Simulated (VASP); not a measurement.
Here is a VASP 6.6.1 calculation.

File INCAR:

```
PREC = Accurate
ENCUT = 520
EDIFF = 1E-7
ISMEAR = 0
SIGMA = 0.1
LREAL = False
LASPH = True
NELM = 60
ALGO = Normal
ISIF = 2
LWAVE = False
LCHARG = True
GGA = PE
LELF = True
LVHAR = True
NBANDS = 25
```

The input KPOINTS:

```
Automatic mesh
0
Gamma
  6 6 6
```

The input POSCAR:

```
Hg
1.0
    4.5400020208      0.0000000000      0.0000000000
   -2.2700010104      3.9317570832      0.0000000000
    0.0000000000      0.0000000000      3.8700000000
Hg
3
Direct
    0.3333333333      0.6666666667      0.5000000000
    0.0000000000      0.0000000000      0.0000000000
    0.6666666667      0.3333333333      0.5000000000
```

Potentials or basis: VASP PAW PBE potentials, release 64 (Hg).

Launch:

```bash
$ cat potpaw_PBE.64/Hg/POTCAR > POTCAR
$ mpirun -np 1 vasp_std > vasp.out
```

(1) What does it give for the pressure?

(2) Estimate the band gap on the k mesh.

## Answers

(1) 13.8 GPa.

(2) zero (bands 18 and 19 overlap by 6.12 eV).

Caveat: the cell stands under pressure; spin-orbit coupling is left out, which moves the levels of the heavy elements.
